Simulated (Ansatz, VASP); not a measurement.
Ba in VASP and in Ansatz

```
Ba
1.0
    -2.38128    2.51176    2.51176
     2.51176   -2.38128    2.51176
     2.51176    2.51176   -2.38128
Ba
1
Direct
  0.00000 0.00000 0.00000
```

Alike in both runs: task single point; functional PBE; k mesh 18 × 18 × 18; occupations gaussian, width 0.15 eV; no spin polarisation.

|  | VASP | Ansatz |
| --- | --- | --- |
| version | VASP 6.6.1 | Ansatz 0.2.0 |
| potentials or method | VASP PAW PBE potentials, release 64 (Ba_sv), cutoff 520 eV | scalar-relativistic, plane waves, PAW |
| valence electrons in the cell | 10 | 10 |

|  | VASP | Ansatz | Ansatz less VASP |
| --- | --- | --- | --- |
| gap on the k mesh at the Fermi level (eV) | none | none | - |
| pressure (GPa) | 0.1 | 0.0 | -0.05 |
| traceless stress, the component that is largest in VASP (GPa) | -0.46 | -0.46 | +0.002 |

A gap of «none» marks a metal or a gap that the smearing closes. The functional is the same, so the differences come from potentials, cutoffs and numerics.

Neither program's run includes spin-orbit coupling.
